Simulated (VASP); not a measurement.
# Rh in VASP: notebook

The runs below take Rh through single point, with PBE+D3(BJ).

All numbers are computed with VASP 6.6.1; they aren't measurements. Logs are shortened: lines on timing, memory, paths and dates and some standing lists are left out, and cuts for length are marked.

## Step 1: The cell of the first run

The cell holds a slab with vacuum, 3 atoms: a = 2.683 Å, b = 2.683 Å, c = 18.381 Å, α = 90.00°, β = 90.00°, γ = 120.00°.

## Step 2: Single point, PBE+D3(BJ)

The input, INCAR:

```
SYSTEM = Rh
PREC = Accurate ; ENCUT = 520
EDIFF = 1E-6 ; ISMEAR = 0
SIGMA = 0.1 ; LREAL = .FALSE.
LASPH = .TRUE. ; NELM = 100
ALGO = Normal ; ISIF = 2
LWAVE = .FALSE. ; LCHARG = .FALSE.
LDIPOL = .TRUE. ; IDIPOL = 3
DIPOL = 0.5 0.5 0.498 ; GGA = PE
IVDW = 12 ; NBANDS = 30
```

The input, KPOINTS:

```
regular mesh
0
G
  12 12 1
  0 0 0
```

The input, POSCAR:

```
Rh
1.0
    2.6825080231      0.0000000000      0.0000000000
   -1.3412540116      2.3231200939      0.0000000000
    0.0000000000      0.0000000000     18.3805172584
Rh
3
Direct
    0.6666666667      0.3333333333      0.3808380309
    0.3333333333      0.6666666667      0.4976525664
    0.0000000000      0.0000000000      0.6144545153
```

Potentials or basis: VASP PAW PBE potentials, release 64 (Rh_pv).

Launch:

```console
> cat potpaw_PBE.64/Rh_pv/POTCAR > POTCAR
> mpirun -np 1 vasp_std > vasp.out
```

OUTCAR:

```text
SYSTEM = Rh
   PREC = Accurate
   ENCUT = 520
   EDIFF = 1E-6
   ISMEAR = 0
   LREAL = .FALSE.
   LASPH = .TRUE.
   NELM = 100
   ISIF = 2
   GGA = PE
   IVDW = 12
 IVDW          = 12

 ion  position               nearest neighbor table
   1  0.667  0.333  0.381-   2 2.65   2 2.65   2 2.65
   2  0.333  0.667  0.498-   3 2.65   3 2.65   3 2.65   1 2.65   1 2.65   1 2.65
   3  0.000  0.000  0.614-   2 2.65   2 2.65   2 2.65

  LATTYP: Found a hexagonal cell.
 ALAT       =     2.6825080231
 C/A-ratio  =     6.8519896679

  Lattice vectors:

 A1 = (   2.6825080231,   0.0000000000,   0.0000000000)
 A2 = (  -1.3412540116,   2.3231200939,   0.0000000000)
 A3 = (   0.0000000000,   0.0000000000,  18.3805172584)

Analysis of symmetry for initial positions (statically):
=====================================================================
 Subroutine PRICEL returns:
 Original cell was already a primitive cell.

 Routine SETGRP: Setting up the symmetry group for a
 hexagonal supercell.

 Subroutine GETGRP returns: Found  6 space group operations
 (whereof  6 operations were pure point group operations)
 out of a pool of 24 trial point group operations.

The static configuration has the point symmetry C_3v.

Analysis of symmetry for dynamics (positions and initial velocities):
=====================================================================
 Subroutine PRICEL returns:
 Original cell was already a primitive cell.

 Routine SETGRP: Setting up the symmetry group for a
 hexagonal supercell.

 Subroutine GETGRP returns: Found  6 space group operations
 (whereof  6 operations were pure point group operations)
 out of a pool of 24 trial point group operations.

The dynamic configuration has the point symmetry C_3v.

 Subroutine INISYM returns: Found  6 space group operations
 (whereof  6 operations are pure point group operations),
 and found     1 'primitive' translations

----------------------------------------------------------------------------------------

                                     Primitive cell

  volume of cell :     114.5435

  direct lattice vectors                    reciprocal lattice vectors
     2.682508023  0.000000000  0.000000000     0.372785465  0.215227788  0.000000000
    -1.341254012  2.323120094  0.000000000     0.000000000  0.430455577  0.000000000
     0.000000000  0.000000000 18.380517258     0.000000000  0.000000000  0.054405433

  length of vectors
     2.682508023  2.682508023 18.380517258     0.430455577  0.430455577  0.054405433

  position of ions in fractional coordinates (direct lattice)
     0.666666667  0.333333333  0.380838031
     0.333333333  0.666666667  0.497652566
     0.000000000  0.000000000  0.614454515

  ion indices of the primitive-cell ions
   primitive index   ion index
                 1           1
                 2           2
                 3           3

----------------------------------------------------------------------------------------

 KPOINTS: regular mesh

Automatic generation of k-mesh.
 Grid dimensions read from file:
 generate k-points for:   12   12    1

 Generating k-lattice:

  Cartesian coordinates                     Fractional coordinates (reciprocal lattice)
     0.031065455  0.017935649  0.000000000     0.083333333  0.000000000  0.000000000
     0.000000000  0.035871298  0.000000000     0.000000000  0.083333333  0.000000000
     0.000000000  0.000000000  0.054405433     0.000000000  0.000000000  1.000000000

  Length of vectors
     0.035871298  0.035871298  0.054405433

  Shift w.r.t. Gamma in fractional coordinates (k-lattice)
     0.000000000  0.000000000  0.000000000

 Subroutine IBZKPT returns following result:
 ===========================================

 Found     19 irreducible k-points:

 Following reciprocal coordinates:
            Coordinates               Weight
  0.000000  0.000000  0.000000      1.000000
  0.083333  0.000000  0.000000      6.000000
  0.166667  0.000000  0.000000      6.000000
  0.250000  0.000000  0.000000      6.000000
  0.333333  0.000000  0.000000      6.000000
  0.416667  0.000000  0.000000      6.000000
[... 11 lines left out ...]
  0.333333  0.250000  0.000000     12.000000
  0.333333  0.333333  0.000000      2.000000
   k-points           NKPTS =     19   k-points in BZ     NKDIM =     19   number of bands    NBANDS=     30
   number of dos      NEDOS =    301   number of ions     NIONS =      3
   total plane-waves  NPLWV =  56000
   dimension x,y,z NGX =    20 NGY =   20 NGZ =  140
   dimension x,y,z NGXF=    40 NGYF=   40 NGZF=  280
   ions per type =               3
   NGX,Y,Z   is equivalent  to a cutoff of  12.39, 12.39, 12.66 a.u.
   NGXF,Y,Z  is equivalent  to a cutoff of  24.79, 24.79, 25.33 a.u.
 SYSTEM =  Rh
   PREC   = accura    normal or accurate (medium, high low for compatibility)
   ISTART =      0    job   : 0-new  1-cont  2-samecut
   ICHARG =      2    charge: 1-file 2-atom 10-const
   ISPIN  =      1    spin polarized calculation?
   LNONCOLLINEAR =      F non collinear calculations
   LSORBIT =      F    spin-orbit coupling
   LASPH  =      T    aspherical Exc in radial PAW
   ENCUT  =  520.0 eV  38.22 Ry    6.18 a.u.   4.99  4.99 34.18*2*pi/ulx,y,z
   NELM   =    100;   NELMIN=  2; NELMDL= -5     # of ELM steps
   EDIFF  = 0.1E-05   stopping-criterion for ELM
   LREAL  =      F    real-space projection
   EDIFFG = 0.1E-04   stopping-criterion for IOM
   NSW    =      0    number of steps for IOM
   IBRION =     -1    ionic relax: 0-MD 1-quasi-New 2-CG
   NFREE  =      0    steps in history (QN), initial steepest desc. (CG)
   ISIF   =      2    stress and relaxation
   ISYM   =      2    0-nonsym 1-usesym 2-fastsym
   POTIM  = 0.5000    time-step for ionic-motion
   TEBEG  =    0.0;   TEEND  =   0.0 temperature during run
   PSTRESS=    0.0 pullay stress
   NELECT =      45.0000    total number of electrons
   NUPDOWN=      -1.0000    fix difference up-down
   EMIN   =  10.00;   EMAX   =-10.00  energy-range for DOS
   EFERMI =   0.00;   METHOD = LEGACY
   ISMEAR =     0;   SIGMA  =   0.10  broadening in eV -4-tet -1-fermi 0-gaus
   EFERMI_NEDOS =   21; number of points for ismear=-14 and -15
   IALGO  =     38    algorithm
   IMIX   =      4    mixing-type and parameters
     AMIX     =   0.40;   BMIX     =  1.00
     AMIX_MAG =   1.60;   BMIX_MAG =  1.00
  volume/ion in A,a.u.               =      38.18       257.66
  Fermi-wavevector in a.u.,A,eV,Ry     =   1.199008  2.265797 19.560020  1.437621
  Thomas-Fermi vector in A             =   2.334882
   LORBIT       =      0    0 simple, 1 ext, 2 COOP (PROOUT), +10 PAW based schemes
   GGA     = PE    functional components
   LHFCALC =     F    Hartree Fock is set to
   AEXX    =    0.0000 exact exchange contribution
   IVDW    =    12    specifies the selected vdW correction
   LEPSILON=     F    determine dielectric tensor
   LRPA    =     F    only Hartree local field effects (RPA)
 non-spin polarized calculation
 Gauss-broadening in eV      SIGMA  =   0.10
  energy-cutoff  :      520.00
  volume of cell :      114.54
 maximum number of plane-waves:      3123
 NGX is ok and might be reduce to    20

 dipolmoment           0.000000      0.000000     -0.000005 electrons x Angstroem

 number of electron      45.0000003 magnetization

 dipolmoment           0.000000      0.000000      0.000003 electrons x Angstroem

 Free energy of the ion-electron system (eV)
  ---------------------------------------------------
  ext. energy  EPLUGINS =         0.00000000
  ---------------------------------------------------
  free energy    TOTEN  =       -20.20525339 eV

  energy without entropy =      -20.17943283  energy(sigma->0) =      -20.19234311

 E-fermi :   1.0533     XC(G=0):  -6.0402

 val. band max:        1.0480036043   @ k =   0.4167   0.0000   0.0000
 cond. band min:       1.0622311482   @ k =   0.1667   0.0833   0.0000
 fundamental gap:      0.0142275438
 Fermi energy:         1.0532722245

 k-point     1 :       0.0000    0.0000    0.0000
  band No.  band energies     occupation
      1     -46.0094      2.00000
      2     -45.5346      2.00000
      3     -45.5346      2.00000
      4     -45.2635      2.00000
      5     -45.1401      2.00000
      6     -45.0542      2.00000
[... 22 lines left out ...]
     29       5.8449      0.00000
     30       6.4229      0.00000

 k-point     2 :       0.0833    0.0000    0.0000
  band No.  band energies     occupation
      1     -45.9999      2.00000
      2     -45.5799      2.00000
      3     -45.5444      2.00000
      4     -45.2520      2.00000
      5     -45.1456      2.00000
      6     -45.0897      2.00000
[... 22 lines left out ...]
     29       6.0385      0.00000
     30       6.6573      0.00000

 k-point     3 :       0.1667    0.0000    0.0000
  band No.  band energies     occupation
      1     -45.9748      2.00000
      2     -45.6961      2.00000
      3     -45.5710      2.00000
      4     -45.2302      2.00000
      5     -45.2032      2.00000
      6     -45.1934      2.00000
[... 22 lines left out ...]
     29       6.6109      0.00000
     30       7.3577      0.00000

 k-point     4 :       0.2500    0.0000    0.0000
  band No.  band energies     occupation
      1     -45.9436      2.00000
      2     -45.8462      2.00000
      3     -45.6072      2.00000
      4     -45.3423      2.00000
      5     -45.3244      2.00000
      6     -45.2011      2.00000
[... 451 lines left out ...]
     29      10.7732      0.00000
     30      11.3978      0.00000

 k-point    18 :       0.3333    0.2500    0.0000
  band No.  band energies     occupation
      1     -46.0294      2.00000
      2     -45.8818      2.00000
      3     -45.8627      2.00000
      4     -45.5203      2.00000
      5     -45.4672      2.00000
      6     -45.3560      2.00000
[... 22 lines left out ...]
     29      10.1274      0.00000
     30      10.6942      0.00000

 k-point    19 :       0.3333    0.3333    0.0000
  band No.  band energies     occupation
      1     -45.9587      2.00000
      2     -45.9586      2.00000
      3     -45.8737      2.00000
      4     -45.4553      2.00000
      5     -45.4455      2.00000
      6     -45.4453      2.00000
[... 22 lines left out ...]
     29      10.2197      0.00000
     30      10.2198      0.00000

------------------------ aborting loop because EDIFF is reached ----------------------------------------

 vacuum level on the upper side and lower side of the slab       (xc-potential included)        -0.135        -0.134

 Edisp (eV)   -1.30324

 E8    (eV) :    -0.6125

  FORCE on cell =-STRESS in cart. coord.  units (eV):
  Direction    XX          YY          ZZ          XY          YZ          ZX
  --------------------------------------------------------------------------------------
  -------------------------------------------------------------------------------------
  Total      -1.58157    -1.58157     0.00607     0.00000     0.00000    -0.00000
  in kB     -22.12218   -22.12218     0.08489     0.00000     0.00000    -0.00000
  external pressure =      -14.72 kB  Pullay stress =        0.00 kB

 VOLUME and BASIS-vectors are now :
 -----------------------------------------------------------------------------
  energy-cutoff  :      520.00
  volume of cell :      114.54
      direct lattice vectors                 reciprocal lattice vectors
     2.682508023  0.000000000  0.000000000     0.372785465  0.215227788  0.000000000
    -1.341254012  2.323120094  0.000000000     0.000000000  0.430455577  0.000000000
     0.000000000  0.000000000 18.380517258     0.000000000  0.000000000  0.054405433

 POSITION                                       TOTAL-FORCE (eV/Angst)
 -----------------------------------------------------------------------------------
      1.34125      0.77437      7.00000        -0.000000      0.000000     -0.009784
     -0.00000      1.54875      9.14711        -0.000000     -0.000000     -0.001389
      0.00000      0.00000     11.29399         0.000000      0.000000      0.011172
 -----------------------------------------------------------------------------------
    total drift:                                0.000000      0.000000      0.000084

  FREE ENERGIE OF THE ION-ELECTRON SYSTEM (eV)
  ---------------------------------------------------
  free  energy   TOTEN  =       -21.5084888749 eV

  energy  without entropy=      -21.4826683151  energy(sigma->0) =      -21.49557859

 vacuum level on the upper side and lower side of the slab         6.044         6.047
```

It took 82 s on 1 thread of Intel Xeon Platinum 8259CL at 2.50GHz (Skylake/Cascade Lake), shared host; peak memory 0.24 GiB.

What came out:

```yaml
Free_energy: -21.5085 eV
Largest_force: 0.011 eV/Å
Dispersion_energy_per_atom: -0.434 eV
```

Forces in eV/Å, atoms in the order of the input:
```
Rh   0.000  0.000 -0.010
Rh   0.000  0.000 -0.001
Rh   0.000  0.000  0.011
```

## Step 3: Single point, PBE+D3(BJ)

This run uses another cell than the first one: it holds 12 atoms, not 3.

The input, INCAR:

```
  ALGO = Fast
  DIPOL = 0.5 0.5 0.283
  EDIFF = 1E-6
  ENCUT = 520
  GGA = PE
  IDIPOL = 3
  ISIF = 2
  ISMEAR = 0
  IVDW = 12
  LASPH = True
  LCHARG = False
  LDIPOL = True
  LREAL = False
  LWAVE = False
  NBANDS = 102
  NELM = 60
  PREC = Accurate
  SIGMA = 0.1
```

The input, KPOINTS:

```
k-points
0
Gamma
  6 6 1
```

The input, POSCAR:

```
Rh
1.0
    5.3650160462      0.0000000000      0.0000000000
   -2.6825080231      4.6462401878      0.0000000000
    0.0000000000      0.0000000000     21.6939918225
Rh
12
Direct
    0.3333333333      0.1666666667      0.1843828482
    0.3333333333      0.6666666667      0.1843828482
    0.8333333333      0.1666666667      0.1843828482
    0.8333333333      0.6666666667      0.1843828482
    0.1666666667      0.3333333333      0.2833554855
    0.1666666667      0.8333333333      0.2833554855
    0.6666666667      0.3333333333      0.2833554855
    0.6666666667      0.8333333333      0.2833554855
    0.0000000000      0.0000000000      0.3823174587
    0.0000000000      0.5000000000      0.3823174587
    0.5000000000      0.0000000000      0.3823174587
    0.5000000000      0.5000000000      0.3823174587
```

Potentials or basis: VASP PAW PBE potentials, release 64 (Rh_pv).

Launch:

```console
> cat potpaw_PBE.64/Rh_pv/POTCAR > POTCAR
> mpirun -np 1 vasp_std > vasp.out
```

Run time: 16 min. Hardware: 1 thread of Intel Xeon Platinum 8259CL at 2.50GHz (Skylake/Cascade Lake), shared host; peak memory 0.68 GiB.

The run converged. Its results:

```yaml
Free_energy: -86.0296 eV
Largest_force: 0.012 eV/Å
Band_gap_on_the_k_mesh: zero (band 90 reaches 0.54 eV, above the bottom of band 91 at -0.23 eV)
Dispersion_energy_per_atom: -0.434 eV
```

Forces in eV/Å, atoms in the order of the input:
```
Rh   0.000  0.000 -0.009
Rh   0.000  0.000 -0.009
Rh   0.000  0.000 -0.009
Rh   0.000  0.000 -0.009
Rh   0.000  0.000 -0.002
Rh   0.000  0.000 -0.002
Rh   0.000  0.000 -0.002
Rh   0.000  0.000 -0.002
Rh   0.000  0.000  0.012
Rh   0.000  0.000  0.012
Rh   0.000  0.000  0.012
Rh   0.000  0.000  0.012
```

Levels at points of the mesh, in eV from the Fermi level:
```
           k point  band 88  band 89  band 90  band 91  band 92  band 93  band 94  band 95
(0.00, 0.00, 0.00)     0.28     0.43     0.43     0.58     0.58     0.58     1.02     1.02
(0.50, 0.00, 0.00)    -0.79    -0.41    -0.41    -0.34    -0.34    -0.04    -0.04     0.30
```
